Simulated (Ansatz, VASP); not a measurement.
**WSe2 in VASP and in Ansatz**

```
W Se
1.0
     3.14807    0.00000    0.00000
    -1.57404    2.72631    0.00000
     0.00000    0.00000    7.60039
W Se
1 2
Direct
  0.00000 0.00000 0.00000
  0.33333 0.66667 0.21676
  0.33333 0.66667 0.78324
```

Alike in both runs: task single point; functional PBE; dispersion D3(BJ); k mesh 9 × 9 × 4; occupations gaussian, width 0.05 eV; no spin polarisation.

```csv
,VASP,Ansatz
version,VASP 6.6.1,Ansatz 0.2.0
potentials or method,"VASP PAW PBE potentials, release 64 (W_sv, Se), cutoff 520 eV","scalar-relativistic, plane waves, PAW"
valence electrons in the cell,26,46
```

Ansatz gave:

| Property | Result |
| --- | --- |
| gap on the k mesh at the Fermi level (eV) | 1.59 |
| least direct gap on the mesh (eV) | 2.08 |
| pressure (GPa) | 14.6 |
| traceless stress, the component that is largest in VASP (GPa) | -1.34 |
| rms of the force components (eV/Å) | 0.894 |

Problem. Which values does VASP return?

Solution. gap on the k mesh at the Fermi level (eV): 1.60; least direct gap on the mesh (eV): 2.07; pressure (GPa): 15.1; traceless stress, the component that is largest in VASP (GPa): -1.23; rms of the force components (eV/Å): 0.928.

Atom by atom the forces differ by 0.033 eV/Å (rms over components). VASP's potentials hold 26 valence electrons a cell and Ansatz's 46, so a difference there can come from the potentials and not from the codes.

Neither program's run includes spin-orbit coupling.
